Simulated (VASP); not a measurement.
Input of a VASP 6.6.1 run:

The input INCAR:

```
SYSTEM = Ir
PREC = Accurate
ENCUT = 520
EDIFF = 1E-6
ISMEAR = 0
SIGMA = 0.1
LREAL = .False.
LASPH = .True.
NELM = 80
ALGO = Normal
ISIF = 2
LWAVE = .False.
LCHARG = .False.
GGA = CA
NBANDS = 10
```

Contents of KPOINTS:

```
Automatic mesh
0
Gamma
  14 14 14
  0 0 0
```

POSCAR

```
Ir
1.0
    0.0000000000      1.9060927672      1.9060927672
    1.9060927672      0.0000000000      1.9060927672
    1.9060927672      1.9060927672      0.0000000000
Ir
1
Direct
    0.0000000000      0.0000000000      0.0000000000
```

Potentials or basis: VASP PAW LDA potentials, release 64 (Ir).

The run is started by

```bash
$ cat potpaw_LDA.64/Ir/POTCAR > POTCAR
$ mpirun -np 1 vasp_std > vasp.out
```

Problem. Predict the pressure.

Solution. 2.5 GPa.
